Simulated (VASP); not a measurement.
# Al (Fm-3m) in VASP: notebook

The runs below take Al through single point, relaxation of cell and atoms, with r2SCAN.

Program: VASP 6.6.1. These are calculated values, not measurements. Logs are shortened: lines on timing, memory, paths and dates and some standing lists are left out, and cuts for length are marked.

## Step 1: The cell of the first run

Symmetry: Fm-3m, No. 225, cubic system. The conventional cell has a = 3.993 Å, b = 3.993 Å, c = 3.993 Å, α = 90.00°, β = 90.00°, γ = 90.00°. Within 3.7 Å of Al (site symmetry m-3m) lie 12 Al at 2.82 Å.

## Step 2: Single point, r2SCAN

POSCAR

```
Al
1.0
    0.0000000000      1.9963396933      1.9963396933
    1.9963396933      0.0000000000      1.9963396933
    1.9963396933      1.9963396933      0.0000000000
Al
1
Direct
    0.0000000000      0.0000000000      0.0000000000
```

INCAR.step1

```
SYSTEM = Al
ALGO = Normal
EDIFF = 1E-4
ENCUT = 520
GGA = PE
ISMEAR = 0
LASPH = .True.
LCHARG = .False.
LREAL = .False.
LWAVE = .True.
NBANDS = 8
NELM = 100
PREC = Accurate
SIGMA = 0.1
```

INCAR.step2

```
SYSTEM = Al
ALGO = Normal
EDIFF = 1E-6
ENCUT = 520
ISIF = 2
ISMEAR = 0
ISTART = 1
LASPH = .True.
LCHARG = .False.
LMIXTAU = .True.
LREAL = .False.
LWAVE = .False.
METAGGA = R2SCAN
NBANDS = 8
NELM = 100
PREC = Accurate
SIGMA = 0.1
```

KPOINTS

```
k-points
0
Gamma
  18 18 18
  0 0 0
```

Potentials or basis: VASP PAW PBE potentials, release 64 (Al).

Run with:

```
> cat potpaw_PBE.64/Al/POTCAR > POTCAR
> cp INCAR.step1 INCAR
> mpirun -np 1 vasp_std > vasp.out
> cp INCAR.step2 INCAR
> mpirun -np 1 vasp_std > vasp.out
```

OUTCAR:

```text
SYSTEM = Al
   EDIFF = 1E-6
   ENCUT = 520
   ISIF = 2
   ISMEAR = 0
   ISTART = 1
   LASPH = .True.
   LREAL = .False.
   METAGGA = R2SCAN
   NELM = 100
   PREC = Accurate

 ion  position               nearest neighbor table
   1  0.000  0.000  0.000-

  LATTYP: Found a face centered cubic cell.
 ALAT       =     3.9926793866

  Lattice vectors:

 A1 = (   0.0000000000,   1.9963396933,   1.9963396933)
 A2 = (   1.9963396933,   0.0000000000,   1.9963396933)
 A3 = (   1.9963396933,   1.9963396933,   0.0000000000)

Analysis of symmetry for initial positions (statically):
=====================================================================
 Subroutine PRICEL returns:
 Original cell was already a primitive cell.

 Routine SETGRP: Setting up the symmetry group for a
 face centered cubic supercell.

 Subroutine GETGRP returns: Found 48 space group operations
 (whereof 48 operations were pure point group operations)
 out of a pool of 48 trial point group operations.

The static configuration has the point symmetry O_h .

Analysis of symmetry for dynamics (positions and initial velocities):
=====================================================================
 Subroutine PRICEL returns:
 Original cell was already a primitive cell.

 Routine SETGRP: Setting up the symmetry group for a
 face centered cubic supercell.

 Subroutine GETGRP returns: Found 48 space group operations
 (whereof 48 operations were pure point group operations)
 out of a pool of 48 trial point group operations.

The dynamic configuration has the point symmetry O_h .

 Subroutine INISYM returns: Found 48 space group operations
 (whereof 48 operations are pure point group operations),
 and found     1 'primitive' translations

----------------------------------------------------------------------------------------

                                     Primitive cell

  volume of cell :      15.9123

  direct lattice vectors                    reciprocal lattice vectors
     0.000000000  1.996339693  1.996339693    -0.250458377  0.250458377  0.250458377
     1.996339693  0.000000000  1.996339693     0.250458377 -0.250458377  0.250458377
     1.996339693  1.996339693  0.000000000     0.250458377  0.250458377 -0.250458377

  length of vectors
     2.823250669  2.823250669  2.823250669     0.433806635  0.433806635  0.433806635

  position of ions in fractional coordinates (direct lattice)
     0.000000000  0.000000000  0.000000000

  ion indices of the primitive-cell ions
   primitive index   ion index
                 1           1

----------------------------------------------------------------------------------------

 KPOINTS: k-points

Automatic generation of k-mesh.
 Grid dimensions read from file:
 generate k-points for:   18   18   18

 Generating k-lattice:

  Cartesian coordinates                     Fractional coordinates (reciprocal lattice)
    -0.013914354  0.013914354  0.013914354     0.055555556  0.000000000  0.000000000
     0.013914354 -0.013914354  0.013914354     0.000000000  0.055555556  0.000000000
     0.013914354  0.013914354 -0.013914354     0.000000000  0.000000000  0.055555556

  Length of vectors
     0.024100369  0.024100369  0.024100369

  Shift w.r.t. Gamma in fractional coordinates (k-lattice)
     0.000000000  0.000000000  0.000000000

 Subroutine IBZKPT returns following result:
 ===========================================

 Found    195 irreducible k-points:

 Following reciprocal coordinates:
            Coordinates               Weight
  0.000000  0.000000  0.000000      1.000000
  0.055556  0.000000  0.000000      8.000000
  0.111111  0.000000  0.000000      8.000000
  0.166667  0.000000  0.000000      8.000000
  0.222222  0.000000  0.000000      8.000000
  0.277778  0.000000  0.000000      8.000000
[... 16 lines left out ...]
 -0.277778  0.055556  0.000000     24.000000
 -0.222222  0.055556  0.000000     24.000000
 [... further k-points ...]
   k-points           NKPTS =    195   k-points in BZ     NKDIM =    195   number of bands    NBANDS=      8
   number of dos      NEDOS =    301   number of ions     NIONS =      1
   total plane-waves  NPLWV =  13824
   dimension x,y,z NGX =    24 NGY =   24 NGZ =   24
   dimension x,y,z NGXF=    48 NGYF=   48 NGZF=   48
   ions per type =               1
   NGX,Y,Z   is equivalent  to a cutoff of  14.13, 14.13, 14.13 a.u.
   NGXF,Y,Z  is equivalent  to a cutoff of  28.26, 28.26, 28.26 a.u.
 SYSTEM =  Al
   PREC   = accura    normal or accurate (medium, high low for compatibility)
   ISTART =      1    job   : 0-new  1-cont  2-samecut
   ICHARG =      0    charge: 1-file 2-atom 10-const
   ISPIN  =      1    spin polarized calculation?
   LNONCOLLINEAR =      F non collinear calculations
   LSORBIT =      F    spin-orbit coupling
   LASPH  =      T    aspherical Exc in radial PAW
   ENCUT  =  520.0 eV  38.22 Ry    6.18 a.u.   5.25  5.25  5.25*2*pi/ulx,y,z
   NELM   =    100;   NELMIN=  2; NELMDL=  0     # of ELM steps
   EDIFF  = 0.1E-05   stopping-criterion for ELM
   LREAL  =      F    real-space projection
   EDIFFG = 0.1E-04   stopping-criterion for IOM
   NSW    =      0    number of steps for IOM
   IBRION =     -1    ionic relax: 0-MD 1-quasi-New 2-CG
   NFREE  =      0    steps in history (QN), initial steepest desc. (CG)
   ISIF   =      2    stress and relaxation
   ISYM   =      2    0-nonsym 1-usesym 2-fastsym
   POTIM  = 0.5000    time-step for ionic-motion
   TEBEG  =    0.0;   TEEND  =   0.0 temperature during run
   PSTRESS=    0.0 pullay stress
   NELECT =       3.0000    total number of electrons
   NUPDOWN=      -1.0000    fix difference up-down
   EMIN   =  10.00;   EMAX   =-10.00  energy-range for DOS
   EFERMI =   0.00;   METHOD = LEGACY
   ISMEAR =     0;   SIGMA  =   0.10  broadening in eV -4-tet -1-fermi 0-gaus
   EFERMI_NEDOS =   21; number of points for ismear=-14 and -15
   IALGO  =     38    algorithm
   IMIX   =      4    mixing-type and parameters
     AMIX     =   0.40;   BMIX     =  1.00
     AMIX_MAG =   1.60;   BMIX_MAG =  1.00
  volume/ion in A,a.u.               =      15.91       107.38
  Fermi-wavevector in a.u.,A,eV,Ry     =   0.938723  1.773929 11.989467  0.881201
  Thomas-Fermi vector in A             =   2.065963
   LORBIT       =      0    0 simple, 1 ext, 2 COOP (PROOUT), +10 PAW based schemes
   METAGGA = R2SCAN    functional components
   LHFCALC =     F    Hartree Fock is set to
   AEXX    =    0.0000 exact exchange contribution
   IVDW    =     0    specifies the selected vdW correction
   LEPSILON=     F    determine dielectric tensor
   LRPA    =     F    only Hartree local field effects (RPA)
 non-spin polarized calculation
 Gauss-broadening in eV      SIGMA  =   0.10
  energy-cutoff  :      520.00
  volume of cell :       15.91
 maximum number of plane-waves:       444
 NGX is ok and might be reduce to    24
   NGX = 11   NGY = 11   NGZ = 11

 number of electron       3.0000000 magnetization

 Free energy of the ion-electron system (eV)
  ---------------------------------------------------
  ext. energy  EPLUGINS =         0.00000000
  ---------------------------------------------------
  free energy    TOTEN  =        -6.73695486 eV

  energy without entropy =       -6.73440834  energy(sigma->0) =       -6.73568160

 E-fermi :   8.4029     XC(G=0): -11.0413

 val. band max:        8.3879760799   @ k =  -0.3333   0.4444   0.1111
 cond. band min:       8.4378576265   @ k =  -0.3333   0.3889   0.0556
 fundamental gap:      0.0498815466
 Fermi energy:         8.4029443374

 k-point     1 :       0.0000    0.0000    0.0000
  band No.  band energies     occupation
      1      -3.6977      2.00000
      2      21.9284      0.00000
      3      21.9284      0.00000
      4      21.9284      0.00000
      5      24.1269      0.00000
      6      24.1269      0.00000
      7      24.1269      0.00000
      8      26.0267      0.00000

 k-point     2 :       0.0556    0.0000    0.0000
  band No.  band energies     occupation
      1      -3.6064      2.00000
      2      20.3974      0.00000
      3      21.6719      0.00000
      4      21.6719      0.00000
      5      24.5295      0.00000
      6      24.5295      0.00000
      7      24.5814      0.00000
      8      27.0366      0.00000

 k-point     3 :       0.1111    0.0000    0.0000
  band No.  band energies     occupation
      1      -3.3328      2.00000
      2      18.0161      0.00000
      3      21.1926      0.00000
      4      21.1926      0.00000
      5      24.5556      0.00000
      6      25.4259      0.00000
      7      25.4259      0.00000
      8      27.7571      0.00000

 k-point     4 :       0.1667    0.0000    0.0000
  band No.  band energies     occupation
      1      -2.8781      2.00000
      2      15.6002      0.00000
      3      20.7478      0.00000
      4      20.7478      0.00000
      5      24.3421      0.00000
      6      26.0569      0.00000
      7      26.0569      0.00000
      8      27.0472      0.00000

 k-point     5 :       0.2222    0.0000    0.0000
  band No.  band energies     occupation
      1      -2.2439      2.00000
      2      13.2622      0.00000
      3      20.4128      0.00000
      4      20.4128      0.00000
      5      24.1341      0.00000
      6      25.0621      0.00000
      7      25.0621      0.00000
      8      28.1988      0.00000
[... 177 lines left out ...]
 k-point    22 :      -0.3333    0.0556    0.0000
  band No.  band energies     occupation
      1      -0.0028      2.00000
      2       8.3524      1.52529
      3      18.3413      0.00000
      4      21.3425      0.00000
      5      21.6518      0.00000
      6      23.0950      0.00000
      7      24.7611      0.00000
      8      27.8822      0.00000

 k-point    23 :      -0.2778    0.0556    0.0000
  band No.  band energies     occupation
      1      -1.0440      2.00000
      2      10.3930      0.00000
      3      18.3632      0.00000
      4      21.4725      0.00000
      5      22.4678      0.00000
      6      24.0131      0.00000
      7      24.7327      0.00000
      8      28.7400      0.00000

 k-point    24 :      -0.2222    0.0556    0.0000
  band No.  band energies     occupation
      1      -1.9129      2.00000
      2      12.5664      0.00000
      3      18.5389      0.00000
      4      21.6135      0.00000
      5      23.5465      0.00000
      6      24.6800      0.00000
      7      25.2028      0.00000
      8      27.5477      0.00000

 [... further k-points ...]
[... 5 lines left out ...]
  --------------------------------------------------------------------------------------
  -------------------------------------------------------------------------------------
  Total       -0.0365682     -0.0365682     -0.0365682      0.0000000      0.0000000     -0.0000000
  in kB       -3.6819795     -3.6819795     -3.6819795      0.0000000      0.0000000     -0.0000000
  external PRESSURE =      -3.6819795 kB  Pullay stress =       0.0000000 kB

 VOLUME and BASIS-vectors are now :
 -----------------------------------------------------------------------------
  energy-cutoff  :      520.00
  volume of cell :       15.91
      direct lattice vectors                 reciprocal lattice vectors
     0.000000000  1.996339693  1.996339693    -0.250458377  0.250458377  0.250458377
     1.996339693  0.000000000  1.996339693     0.250458377 -0.250458377  0.250458377
     1.996339693  1.996339693  0.000000000     0.250458377  0.250458377 -0.250458377

 POSITION                                       TOTAL-FORCE (eV/Angst)
 -----------------------------------------------------------------------------------
      0.00000      0.00000      0.00000         0.000000     -0.000000      0.000000
 -----------------------------------------------------------------------------------
    total drift:                                0.000000     -0.000000      0.000000

  FREE ENERGIE OF THE ION-ELECTRON SYSTEM (eV)
  ---------------------------------------------------
  free  energy   TOTEN  =        -6.7369548571 eV

  energy  without entropy=       -6.7344083379  energy(sigma->0) =       -6.73568160
```

It took 2.3 min on 1 thread of AMD EPYC 7R43 (Zen 3), shared host; peak memory 0.11 GiB.

Results:

```yaml
Free_energy: -6.7370 eV
Pressure: -0.4 GPa
```

Caveat: the PAW data sets were made with another functional, which shifts forces and pressure a little.

## Step 3: Relaxation of cell and atoms, r2SCAN

This run uses another cell than the first one, of 16.47 Å³/atom, 1.035 times its volume.

POSCAR

```
Al
1.0
    0.0000000000      2.0194648500      2.0194648500
    2.0194648500      0.0000000000      2.0194648500
    2.0194648500      2.0194648500      0.0000000000
Al
1
Direct
    0.0000000000      0.0000000000      0.0000000000
```

INCAR.step1

```
PREC = Accurate
ENCUT = 600
ISMEAR = 0
SIGMA = 0.1
LREAL = F
LASPH = T
NELM = 80
GGA = PE
ALGO = Normal
EDIFF = 1E-4
LWAVE = T
LCHARG = F
```

INCAR.step2

```
PREC = Accurate
ENCUT = 600
EDIFF = 1E-7
ISMEAR = 0
SIGMA = 0.1
LREAL = F
LASPH = T
NELM = 80
ALGO = Normal
ISIF = 3
LWAVE = F
LCHARG = F
METAGGA = R2SCAN
LMIXTAU = T
IBRION = 2
NSW = 100
EDIFFG = -0.005
ISTART = 1
```

KPOINTS

```
regular mesh
0
Gamma
  18 18 18
```

Potentials or basis: VASP PAW PBE potentials, release 64 (Al).

Run with:

```
> cat potpaw_PBE.64/Al/POTCAR > POTCAR
> cp INCAR.step1 INCAR
> mpirun -np 1 vasp_std > vasp.out
> cp INCAR.step2 INCAR
> mpirun -np 1 vasp_std > vasp.out
```

OUTCAR:

```text
PREC = Accurate
   ENCUT = 600
   EDIFF = 1E-7
   ISMEAR = 0
   LREAL = F
   LASPH = T
   NELM = 80
   ISIF = 3
   METAGGA = R2SCAN
   IBRION = 2
   NSW = 100
   EDIFFG = -0.005
   ISTART = 1

 ion  position               nearest neighbor table
   1  0.000  0.000  0.000-

  LATTYP: Found a face centered cubic cell.
 ALAT       =     4.0389297000

  Lattice vectors:

 A1 = (   0.0000000000,   2.0194648500,   2.0194648500)
 A2 = (   2.0194648500,   0.0000000000,   2.0194648500)
 A3 = (   2.0194648500,   2.0194648500,   0.0000000000)

Analysis of symmetry for initial positions (statically):
[... 241 lines left out ...]

 number of electron       3.0000000 magnetization

 Free energy of the ion-electron system (eV)
  ---------------------------------------------------
  ext. energy  EPLUGINS =         0.00000000
  ---------------------------------------------------
  free energy    TOTEN  =        -6.73698551 eV

  energy without entropy =       -6.73447131  energy(sigma->0) =       -6.73572841

 E-fermi :   8.4509     XC(G=0): -11.0579

 val. band max:        8.4431650824   @ k =  -0.3333   0.4444   0.1111
 cond. band min:       8.4927129250   @ k =  -0.3333   0.3889   0.0556
 fundamental gap:      0.0495478425
 Fermi energy:         8.4508569629

 k-point     1 :       0.0000    0.0000    0.0000
  band No.  band energies     occupation
      1      -3.6822      2.00000
      2      22.0016      0.00000
      3      22.0016      0.00000
      4      22.0016      0.00000
      5      24.2377      0.00000
[... 177 lines left out ...]
 k-point    24 :      -0.2222    0.0556    0.0000
  band No.  band energies     occupation
      1      -1.8924      2.00000
      2      12.6243      0.00000
      3      18.6153      0.00000
      4      21.6956      0.00000
      5      23.6383      0.00000

 [... further k-points ...]
[... 5 lines left out ...]
  --------------------------------------------------------------------------------------
  -------------------------------------------------------------------------------------
  Total        0.0034923      0.0034923      0.0034923      0.0000000     -0.0000000      0.0000000
  in kB        0.3532038      0.3532038      0.3532038      0.0000000     -0.0000000      0.0000000
  external PRESSURE =       0.3532038 kB  Pullay stress =       0.0000000 kB
[... 16 lines left out ...]
  FREE ENERGIE OF THE ION-ELECTRON SYSTEM (eV)
  ---------------------------------------------------
  free  energy   TOTEN  =        -6.7369855116 eV

  energy  without entropy=       -6.7344713127  energy(sigma->0) =       -6.73572841

 reached required accuracy - stopping structural energy minimisation
```

OUTCAR.step1:

```text
PREC = Accurate
   ENCUT = 600
   ISMEAR = 0
   LREAL = F
   LASPH = T
[... 407 lines left out ...]

 POSITION                                       TOTAL-FORCE (eV/Angst)
 -----------------------------------------------------------------------------------
      0.00000      0.00000      0.00000         0.000000      0.000000      0.000000
 -----------------------------------------------------------------------------------
    total drift:                                0.000000      0.000000      0.000000

  FREE ENERGIE OF THE ION-ELECTRON SYSTEM (eV)
  ---------------------------------------------------
  free  energy   TOTEN  =        -3.7445992023 eV

  energy  without entropy=       -3.7416632442  energy(sigma->0) =       -3.74313122
```

OSZICAR.step1:

```text
N       E                     dE             d eps       ncg     rms          rms(c)
DAV:   1    -0.124544577009E+01   -0.12454E+01   -0.92321E+02  1965   0.375E+02
DAV:   2    -0.373980517715E+01   -0.24944E+01   -0.23055E+01  2460   0.333E+01
DAV:   3    -0.376698634011E+01   -0.27181E-01   -0.27022E-01  2600   0.392E+00
DAV:   4    -0.376709031512E+01   -0.10398E-03   -0.10397E-03  2555   0.238E-01
DAV:   5    -0.376709099314E+01   -0.67803E-06   -0.67799E-06  2600   0.161E-02    0.131E+00
DAV:   6    -0.375408839642E+01    0.13003E-01   -0.16407E-03  2340   0.310E-01    0.760E-01
DAV:   7    -0.374460313520E+01    0.94853E-02   -0.49275E-03  2345   0.503E-01    0.146E-01
DAV:   8    -0.374459920229E+01    0.39329E-05   -0.21471E-05  1630   0.521E-02
   1 F= -.37445992E+01 E0= -.37431312E+01  d E =-.293596E-02
```

It took 3.8 min on 1 thread of AMD EPYC 7R43 (Zen 3), shared host; peak memory 0.12 GiB.

What came out:

| Quantity | Value |
| --- | --- |
| Free energy | -6.7370 eV |
| Relaxed volume | 15.84 Å³/atom |
| Relaxed cell | a = 2.819 Å, b = 2.819 Å, c = 2.819 Å, α = 60.00°, β = 60.00°, γ = 60.00° |
| Space group after relaxing (to 0.05 Å) | Fm-3m (No. 225) |
| Energy gained by relaxing | 6.7 meV/atom |
| Ionic steps | 3 |
| Pressure after relaxing | 0.0 GPa |

The path:
```csv
step,energy change (eV),largest force (eV/Å),pressure (GPa),volume (Å³)
1,0.0000,0.0000,-3.27,16.47
2,-0.0063,0.0000,0.99,15.68
3,-0.0067,0.0000,0.04,15.84
```

Final structure:
```yaml
crystal:
  lattice:
    - [0.00000, 1.99338, 1.99338]
    - [1.99338, 0.00000, 1.99338]
    - [1.99338, 1.99338, 0.00000]
  atoms:
    - { symbol: Al, position: [0.00000, 0.00000, 0.00000] }
```

Caveat: the PAW data sets were made with another functional, which shifts forces and pressure a little.
